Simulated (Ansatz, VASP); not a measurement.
# C in VASP and in Ansatz

The input INCAR:

```
  ALGO = Normal
  DIPOL = 0.5 0.5 0.684
  EDIFF = 1E-6
  ENCUT = 520
  GGA_COMPAT = F
  IDIPOL = 3
  ISIF = 2
  ISMEAR = 0
  LASPH = T
  LCHARG = F
  LDIPOL = T
  LREAL = F
  LWAVE = F
  NBANDS = 11
  NELM = 120
  NELMDL = -8
  PREC = Accurate
  SIGMA = 0.04
```

The input KPOINTS:

```
k-points
0
Gamma
  15 15 1
```

The input POSCAR:

```
C
1.0
    2.4447261156      0.0000000000      0.0000000000
   -1.2223630578      2.1171949214      0.0000000000
    0.0000000000      0.0000000000     20.7625352582
C
2
Direct
    1.0000000000      0.0000000000      0.6837885942
    0.3333333333      0.6666666667      0.6837188928
```

Input for Ansatz:

```yaml
crystal:
  lattice:
    - [2.4447261156, 0.0, 0.0]
    - [-1.2223630578, 2.1171949214, 0.0]
    - [0.0, 0.0, 20.7625352582]
  atoms:
    - { symbol: C, position: [1.0, 0.0, 0.6837885942] }
    - { symbol: C, position: [0.3333333333, 0.6666666667, 0.6837188928] }
basis:
  ecutwfc: 420
kpoints:
  mp_grid: { grid: [15, 15, 1] }
hamiltonian:
  xc: lda
scf:
  occupations: { method: gaussian, width: 0.04 }
  n_extra_bands: 6
  max_iter: 160
output:
  forces: true
  eigenvalues: true
  write_density: true
  write_potential: true
  elf: true
  volumetric_format: npy
efield:
  axis: 3
  dipole_correction: true
```

Alike in both runs: task single point; functional LDA; k mesh 15 × 15 × 1; occupations gaussian, width 0.04 eV; no spin polarisation.

|  | VASP | Ansatz |
| --- | --- | --- |
| version | VASP 6.6.1 | Ansatz 0.2.0 |
| potentials or method | VASP PAW LDA potentials, release 64 (C), cutoff 520 eV | scalar-relativistic, plane waves, PAW |
| valence electrons in the cell | 8 | 8 |

|  | VASP | Ansatz | Ansatz less VASP |
| --- | --- | --- | --- |
| gap on the k mesh at the Fermi level (eV) | none | none | - |
| rms of the force components (eV/Å) | 0.015 | 0.015 | +0.0001 |

LDA's correlation is that of Perdew and Zunger in VASP and of Perdew and Wang (1992) in Ansatz. Atom by atom the forces differ by 0.000 eV/Å (rms over components). A gap of «none» marks a metal or a gap that the smearing closes. Ansatz's warnings: xc potential rough in thin density.
